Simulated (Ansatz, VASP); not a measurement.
This is a calculation of WS2 for Ansatz 0.2.0.

input.yaml

```yaml
crystal:
  lattice:
    - [3.1835163552, 0.0, 0.0]
    - [-1.5917581776, 2.7570060369, 0.0]
    - [0.0, 0.0, 16.95057789]
  atoms:
    - { symbol: W, position: [0.0, 0.0, 0.0] }
    - { symbol: S, position: [0.3333333333, 0.6666666667, 0.09200051] }
    - { symbol: S, position: [0.3333333333, 0.6666666667, 0.90799949] }
hamiltonian:
  xc: pbe
  pseudopotentials: { kind: paw }
kpoints:
  mp_grid: { grid: [10, 10, 2] }
scf:
  occupations: { method: gaussian, width: 0.026 }
output:
  forces: true
  stress: true
  eigenvalues: true
```

Potentials or basis: Ansatz PAW.

Command:

```sh
$ ansatz run input.yaml --threads 2 --pin off --max-ram 5632MiB --backend cpu --events-out ev --progress --plain --runs-dir out
```

Problem. Translate it to VASP 6.6.1. Potentials there: VASP PAW PBE potentials, release 64 (W_sv, S).

Solution. As run (the cutoff follows the program's own potentials):

Contents of INCAR:

```
SYSTEM = WS2
PREC = Accurate ; ENCUT = 520
EDIFF = 1E-6 ; ISMEAR = 0
SIGMA = 0.026000000000000002 ; LREAL = .FALSE.
LASPH = .TRUE. ; NELM = 80
ALGO = Normal ; ISIF = 2
LWAVE = .FALSE. ; LCHARG = .TRUE.
GGA = PE ; LELF = .TRUE.
LVHAR = .TRUE. ; NBANDS = 20
```

KPOINTS

```
Automatic mesh
0
G
  10 10 2
  0 0 0
```

Contents of POSCAR:

```
WS2
1.0
    3.1835163552      0.0000000000      0.0000000000
   -1.5917581776      2.7570060369      0.0000000000
    0.0000000000      0.0000000000     16.9505778900
W S
1 2
Direct
    0.0000000000      0.0000000000      0.0000000000
    0.3333333333      0.6666666667      0.0920005100
    0.3333333333      0.6666666667      0.9079994900
```

Potentials or basis: VASP PAW PBE potentials, release 64 (W_sv, S).

Launch:

```sh
$ cat potpaw_PBE.64/W_sv/POTCAR potpaw_PBE.64/S/POTCAR > POTCAR
$ mpirun -np 1 vasp_std > vasp.out
```

Both were run:

|  | VASP | Ansatz | Ansatz less VASP |
| --- | --- | --- | --- |
| gap on the k mesh at the Fermi level (eV) | 2.00 | 1.99 | -0.013 |
| least direct gap on the mesh (eV) | 2.16 | 2.15 | -0.003 |
| rms of the force components (eV/Å) | 0.124 | 0.122 | -0.0017 |

Atom by atom the forces differ by 0.002 eV/Å (rms over components). The functional is the same, so the differences come from potentials, cutoffs and numerics.

Neither program's run includes spin-orbit coupling.
